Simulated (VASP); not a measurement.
# CaS (Fm-3m) in VASP: a series of runs

The runs below take CaS through single point, with PBE, r2SCAN.

Program: VASP 6.6.1. These are calculated values, not measurements. Logs are shortened: lines on timing, memory, paths and dates and some standing lists are left out, and cuts for length are marked.

## Step 1: The cell of the first run

The structure is cubic, space group Fm-3m (No. 225). The conventional cell has a = 5.696 Å, b = 5.696 Å, c = 5.696 Å, α = 90.00°, β = 90.00°, γ = 90.00°. Within 3.8 Å of Ca (site symmetry m-3m) lie 6 S at 2.85 Å. S (site symmetry m-3m) has 6 Ca at 2.85 Å within 3.8 Å.

## Step 2: Single point, PBE

File INCAR:

```
PREC     = Accurate       # precision mode
ENCUT    = 500            # plane-wave cutoff, eV
EDIFF    = 1E-6           # SCF threshold, eV
ISMEAR   = 0              # smearing method
SIGMA    = 0.01           # smearing width, eV
LREAL    = F              # projectors in reciprocal space
LASPH    = T              # aspherical terms in the spheres
NELM     = 120            # most SCF steps
ALGO     = Normal         # electronic algorithm
ISIF     = 2              # what is computed and relaxed
LWAVE    = F              # write WAVECAR
LCHARG   = F              # write CHGCAR
GGA      = PE             # functional
NBANDS   = 15             # bands
GGA_COMPAT= F
```

File KPOINTS:

```
Automatic mesh
0
Gamma
  4 4 4
```

File POSCAR:

```
CaS
1.0
    0.0000000000      2.8479451014      2.8479451014
    2.8479451014      0.0000000000      2.8479451014
    2.8479451014      2.8479451014      0.0000000000
Ca S
1 1
Direct
    0.0000000000      0.0000000000      0.0000000000
    0.5000000000      0.5000000000      0.5000000000
```

Potentials or basis: VASP PAW PBE potentials, release 64 (Ca_sv, S).

Run with:

```bash
cat potpaw_PBE.64/Ca_sv/POTCAR potpaw_PBE.64/S/POTCAR > POTCAR
mpirun -np 1 vasp_std > vasp.out
```

OUTCAR:

```text
PREC = Accurate
   ENCUT = 500
   EDIFF = 1E-6
   ISMEAR = 0
   LREAL = F
   LASPH = T
   NELM = 120
   ISIF = 2
   GGA = PE

 ion  position               nearest neighbor table
   1  0.000  0.000  0.000-   2 2.85   2 2.85   2 2.85   2 2.85   2 2.85   2 2.85
   2  0.500  0.500  0.500-   1 2.85   1 2.85   1 2.85   1 2.85   1 2.85   1 2.85

  LATTYP: Found a face centered cubic cell.
 ALAT       =     5.6958902028

  Lattice vectors:

 A1 = (   0.0000000000,   2.8479451014,   2.8479451014)
 A2 = (   2.8479451014,   0.0000000000,   2.8479451014)
 A3 = (   2.8479451014,   2.8479451014,   0.0000000000)

Analysis of symmetry for initial positions (statically):
=====================================================================
 Subroutine PRICEL returns:
 Original cell was already a primitive cell.

 Routine SETGRP: Setting up the symmetry group for a
 face centered cubic supercell.

 Subroutine GETGRP returns: Found 48 space group operations
 (whereof 48 operations were pure point group operations)
 out of a pool of 48 trial point group operations.

The static configuration has the point symmetry O_h .

Analysis of symmetry for dynamics (positions and initial velocities):
=====================================================================
 Subroutine PRICEL returns:
 Original cell was already a primitive cell.

 Routine SETGRP: Setting up the symmetry group for a
 face centered cubic supercell.

 Subroutine GETGRP returns: Found 48 space group operations
 (whereof 48 operations were pure point group operations)
 out of a pool of 48 trial point group operations.

The dynamic configuration has the point symmetry O_h .

 Subroutine INISYM returns: Found 48 space group operations
 (whereof 48 operations are pure point group operations),
 and found     1 'primitive' translations

----------------------------------------------------------------------------------------

                                     Primitive cell

  volume of cell :      46.1982

  direct lattice vectors                    reciprocal lattice vectors
     0.000000000  2.847945101  2.847945101    -0.175565182  0.175565182  0.175565182
     2.847945101  0.000000000  2.847945101     0.175565182 -0.175565182  0.175565182
     2.847945101  2.847945101  0.000000000     0.175565182  0.175565182 -0.175565182

  length of vectors
     4.027602587  4.027602587  4.027602587     0.304087815  0.304087815  0.304087815

  position of ions in fractional coordinates (direct lattice)
     0.000000000  0.000000000  0.000000000
     0.500000000  0.500000000  0.500000000

  ion indices of the primitive-cell ions
   primitive index   ion index
                 1           1
                 2           2

----------------------------------------------------------------------------------------

 KPOINTS: Automatic mesh

Automatic generation of k-mesh.
 Grid dimensions read from file:
 generate k-points for:    4    4    4

 Generating k-lattice:

  Cartesian coordinates                     Fractional coordinates (reciprocal lattice)
    -0.043891295  0.043891295  0.043891295     0.250000000  0.000000000  0.000000000
     0.043891295 -0.043891295  0.043891295     0.000000000  0.250000000  0.000000000
     0.043891295  0.043891295 -0.043891295     0.000000000  0.000000000  0.250000000

  Length of vectors
     0.076021954  0.076021954  0.076021954

  Shift w.r.t. Gamma in fractional coordinates (k-lattice)
     0.000000000  0.000000000  0.000000000

 Subroutine IBZKPT returns following result:
 ===========================================

 Found      8 irreducible k-points:

 Following reciprocal coordinates:
            Coordinates               Weight
  0.000000  0.000000  0.000000      1.000000
  0.250000  0.000000  0.000000      8.000000
  0.500000  0.000000  0.000000      4.000000
  0.250000  0.250000  0.000000      6.000000
  0.500000  0.250000  0.000000     24.000000
 -0.250000  0.250000  0.000000     12.000000
  0.500000  0.500000  0.000000      3.000000
 -0.250000  0.500000  0.250000      6.000000
   k-points           NKPTS =      8   k-points in BZ     NKDIM =      8   number of bands    NBANDS=     15
   number of dos      NEDOS =    301   number of ions     NIONS =      2
   total plane-waves  NPLWV =  27000
   dimension x,y,z NGX =    30 NGY =   30 NGZ =   30
   dimension x,y,z NGXF=    60 NGYF=   60 NGZF=   60
   ions per type =               1   1
   NGX,Y,Z   is equivalent  to a cutoff of  12.38, 12.38, 12.38 a.u.
   NGXF,Y,Z  is equivalent  to a cutoff of  24.77, 24.77, 24.77 a.u.
 SYSTEM =  unknown system
   PREC   = accura    normal or accurate (medium, high low for compatibility)
   ISTART =      0    job   : 0-new  1-cont  2-samecut
   ICHARG =      2    charge: 1-file 2-atom 10-const
   ISPIN  =      1    spin polarized calculation?
   LNONCOLLINEAR =      F non collinear calculations
   LSORBIT =      F    spin-orbit coupling
   LASPH  =      T    aspherical Exc in radial PAW
   ENCUT  =  500.0 eV  36.75 Ry    6.06 a.u.   7.34  7.34  7.34*2*pi/ulx,y,z
   NELM   =    120;   NELMIN=  2; NELMDL= -5     # of ELM steps
   EDIFF  = 0.1E-05   stopping-criterion for ELM
   LREAL  =      F    real-space projection
   EDIFFG = 0.1E-04   stopping-criterion for IOM
   NSW    =      0    number of steps for IOM
   IBRION =     -1    ionic relax: 0-MD 1-quasi-New 2-CG
   NFREE  =      0    steps in history (QN), initial steepest desc. (CG)
   ISIF   =      2    stress and relaxation
   ISYM   =      2    0-nonsym 1-usesym 2-fastsym
   POTIM  = 0.5000    time-step for ionic-motion
   TEBEG  =    0.0;   TEEND  =   0.0 temperature during run
   PSTRESS=    0.0 pullay stress
   NELECT =      16.0000    total number of electrons
   NUPDOWN=      -1.0000    fix difference up-down
   EMIN   =  10.00;   EMAX   =-10.00  energy-range for DOS
   EFERMI =   0.00;   METHOD = LEGACY
   ISMEAR =     0;   SIGMA  =   0.01  broadening in eV -4-tet -1-fermi 0-gaus
   EFERMI_NEDOS =   21; number of points for ismear=-14 and -15
   IALGO  =     38    algorithm
   IMIX   =      4    mixing-type and parameters
     AMIX     =   0.40;   BMIX     =  1.00
     AMIX_MAG =   1.60;   BMIX_MAG =  1.00
  volume/ion in A,a.u.               =      23.10       155.88
  Fermi-wavevector in a.u.,A,eV,Ry     =   1.149670  2.172561 17.983381  1.321741
  Thomas-Fermi vector in A             =   2.286338
   LORBIT       =      0    0 simple, 1 ext, 2 COOP (PROOUT), +10 PAW based schemes
   GGA     = PE    functional components
   LHFCALC =     F    Hartree Fock is set to
   AEXX    =    0.0000 exact exchange contribution
   IVDW    =     0    specifies the selected vdW correction
   LEPSILON=     F    determine dielectric tensor
   LRPA    =     F    only Hartree local field effects (RPA)
 non-spin polarized calculation
 Gauss-broadening in eV      SIGMA  =   0.01
  energy-cutoff  :      500.00
  volume of cell :       46.20
 maximum number of plane-waves:      1211
 NGX is ok and might be reduce to    30
   NGX = 15   NGY = 15   NGZ = 15

 number of electron      16.0000004 magnetization

 Free energy of the ion-electron system (eV)
  ---------------------------------------------------
  ext. energy  EPLUGINS =         0.00000000
  ---------------------------------------------------
  free energy    TOTEN  =       -10.35267347 eV

  energy without entropy =      -10.35267347  energy(sigma->0) =      -10.35267347

 E-fermi :   2.7868     XC(G=0):  -9.3102

 val. band max:        2.7346005191   @ k =   0.0000   0.0000   0.0000
 cond. band min:       5.0845519955   @ k =   0.5000   0.5000   0.0000
 fundamental gap:      2.3499514764
 Fermi energy:         2.7867983419

 k-point     1 :       0.0000    0.0000    0.0000
  band No.  band energies     occupation
      1     -36.4782      2.00000
      2     -17.4579      2.00000
      3     -17.4579      2.00000
      4     -17.4579      2.00000
      5      -8.5890      2.00000
      6       2.7346      2.00000
      7       2.7346      2.00000
      8       2.7346      2.00000
      9       6.8752      0.00000
     10       6.8896      0.00000
     11       6.8896      0.00000
     12       6.8896      0.00000
     13       7.4823      0.00000
     14       7.4823      0.00000
     15      13.5941      0.00000

 k-point     2 :       0.2500    0.0000    0.0000
  band No.  band energies     occupation
      1     -36.4725      2.00000
      2     -17.5425      2.00000
      3     -17.4645      2.00000
      4     -17.4645      2.00000
      5      -8.2080      2.00000
      6       0.9103      2.00000
      7       2.0654      2.00000
      8       2.0654      2.00000
      9       7.0118      0.00000
     10       7.6965      0.00000
     11       7.6965      0.00000
     12       8.9049      0.00000
     13       8.9049      0.00000
     14       8.9860      0.00000
     15      13.0872      0.00000

 k-point     3 :       0.5000    0.0000    0.0000
  band No.  band energies     occupation
      1     -36.4669      2.00000
      2     -17.6240      2.00000
      3     -17.4710      2.00000
      4     -17.4710      2.00000
      5      -7.7785      2.00000
      6      -0.3592      2.00000
      7       1.5767      2.00000
      8       1.5767      2.00000
      9       7.9483      0.00000
     10       8.7864      0.00000
     11       8.9191      0.00000
     12       8.9191      0.00000
     13      10.8697      0.00000
     14      10.8697      0.00000
     15      11.5775      0.00000

 k-point     4 :       0.2500    0.2500    0.0000
  band No.  band energies     occupation
      1     -36.4707      2.00000
      2     -17.5301      2.00000
      3     -17.4821      2.00000
      4     -17.4821      2.00000
      5      -8.1786      2.00000
      6       0.7710      2.00000
      7       2.2018      2.00000
      8       2.2018      2.00000
      9       5.8347      0.00000
     10       7.8775      0.00000
     11       7.9154      0.00000
     12       8.6219      0.00000
     13       8.6219      0.00000
     14      11.1356      0.00000
     15      12.6189      0.00000

 k-point     5 :       0.5000    0.2500    0.0000
  band No.  band energies     occupation
      1     -36.4651      2.00000
      2     -17.5823      2.00000
      3     -17.5091      2.00000
      4     -17.4888      2.00000
      5      -7.8734      2.00000
      6       0.2927      2.00000
      7       1.2690      2.00000
      8       1.7431      2.00000
      9       6.5431      0.00000
     10       9.0178      0.00000
     11       9.1228      0.00000
     12       9.2681      0.00000
     13       9.4965      0.00000
     14      10.3630      0.00000
     15      11.6248      0.00000

 k-point     6 :      -0.2500    0.2500    0.0000
  band No.  band energies     occupation
      1     -36.4669      2.00000
      2     -17.5741      2.00000
      3     -17.5126      2.00000
      4     -17.4712      2.00000
      5      -7.9004      2.00000
      6       0.2691      2.00000
      7       1.3903      2.00000
      8       1.6385      2.00000
      9       7.8621      0.00000
     10       8.1981      0.00000
     11       8.3556      0.00000
     12       8.7679      0.00000
     13       9.8832      0.00000
     14      10.8529      0.00000
     15      12.6361      0.00000

 k-point     7 :       0.5000    0.5000    0.0000
  band No.  band energies     occupation
      1     -36.4633      2.00000
      2     -17.5799      2.00000
      3     -17.5064      2.00000
      4     -17.5064      2.00000
      5      -7.9644      2.00000
      6       0.4579      2.00000
      7       1.9279      2.00000
      8       1.9279      2.00000
      9       5.0846      0.00000
     10       8.3265      0.00000
     11       8.7447      0.00000
     12       9.4984      0.00000
     13       9.5090      0.00000
     14       9.5090      0.00000
     15      13.0895      0.00000

 k-point     8 :      -0.2500    0.5000    0.2500
  band No.  band energies     occupation
      1     -36.4633      2.00000
      2     -17.5432      2.00000
      3     -17.5432      2.00000
      4     -17.5164      2.00000
      5      -7.8486      2.00000
      6       0.9532      2.00000
      7       0.9532      2.00000
      8       1.1842      2.00000
      9       7.5525      0.00000
     10       7.5525      0.00000
     11       8.7224      0.00000
     12       9.1501      0.00000
     13       9.5173      0.00000
     14      12.0342      0.00000
     15      12.8203      0.00000

------------------------ aborting loop because EDIFF is reached ----------------------------------------

  FORCE on cell =-STRESS in cart. coord.  units (eV):
  Direction    XX          YY          ZZ          XY          YZ          ZX
  --------------------------------------------------------------------------------------
  -------------------------------------------------------------------------------------
  Total        0.2130911      0.2130911      0.2130911     -0.0000000     -0.0000000      0.0000000
  in kB        7.3901118      7.3901118      7.3901118     -0.0000000     -0.0000000      0.0000000
  external PRESSURE =       7.3901118 kB  Pullay stress =       0.0000000 kB

 VOLUME and BASIS-vectors are now :
 -----------------------------------------------------------------------------
  energy-cutoff  :      500.00
  volume of cell :       46.20
      direct lattice vectors                 reciprocal lattice vectors
     0.000000000  2.847945101  2.847945101    -0.175565182  0.175565182  0.175565182
     2.847945101  0.000000000  2.847945101     0.175565182 -0.175565182  0.175565182
     2.847945101  2.847945101  0.000000000     0.175565182  0.175565182 -0.175565182

 POSITION                                       TOTAL-FORCE (eV/Angst)
 -----------------------------------------------------------------------------------
      0.00000      0.00000      0.00000        -0.000000      0.000000     -0.000000
      2.84795      2.84795      2.84795         0.000000      0.000000      0.000000
 -----------------------------------------------------------------------------------
    total drift:                               -0.000000      0.000000      0.000000

  FREE ENERGIE OF THE ION-ELECTRON SYSTEM (eV)
  ---------------------------------------------------
  free  energy   TOTEN  =       -10.3526734693 eV

  energy  without entropy=      -10.3526734693  energy(sigma->0) =      -10.35267347
```

It took 10 s on 1 thread of AMD EPYC 7R13, shared host; peak memory 0.13 GiB.

Results:

```yaml
Free_energy: -10.3527 eV
Pressure: 0.7 GPa
Band_gap_on_the_k_mesh: 2.35 eV, indirect (least direct gap 3.16 eV)
```

Caveat: the k points lie up to 0.48 Å⁻¹ apart. A hybrid or GW would open this gap; PBE tends to underestimate it.

## Step 3: Single point, PBE

File INCAR:

```
SYSTEM = CaS
ALGO = Normal
EDIFF = 1E-6
ENCUT = 500
GGA = PE
GGA_COMPAT = .FALSE.
ISIF = 2
ISMEAR = 0
LASPH = .TRUE.
LCHARG = .FALSE.
LREAL = .FALSE.
LWAVE = .FALSE.
NBANDS = 15
NELM = 120
PREC = Accurate
SIGMA = 0.01
```

File KPOINTS:

```
k-points
0
G
  6 6 6
  0 0 0
```

POSCAR is that of step 2.

Potentials or basis: VASP PAW PBE potentials, release 64 (Ca_sv, S).

Run with:

```bash
cat potpaw_PBE.64/Ca_sv/POTCAR potpaw_PBE.64/S/POTCAR > POTCAR
mpirun -np 1 vasp_std > vasp.out
```

It took 15 s on 1 thread of AMD EPYC 7R13, shared host; peak memory 0.14 GiB.

Results (log left out):

```
Free energy            : -10.3633 eV
Pressure               : 0.6 GPa
Band gap on the k mesh : 2.36 eV, indirect (least direct gap 3.16 eV)
```

Levels at points of the mesh, in eV from the valence-band top:
| k point | band 6 | band 7 | band 8 | band 9 | band 10 | band 11 |
| --- | --- | --- | --- | --- | --- | --- |
| (0.00, 0.00, 0.00) | 0.00 | 0.00 | 0.00 | 4.14 | 4.16 | 4.16 |
| (0.50, 0.00, 0.00) | -3.09 | -1.16 | -1.16 | 5.22 | 6.06 | 6.20 |
| (0.50, 0.50, 0.00) | -2.27 | -0.81 | -0.81 | 2.36 | 5.60 | 6.02 |

A k mesh can miss the band edges.

[end of part 1 of 2]
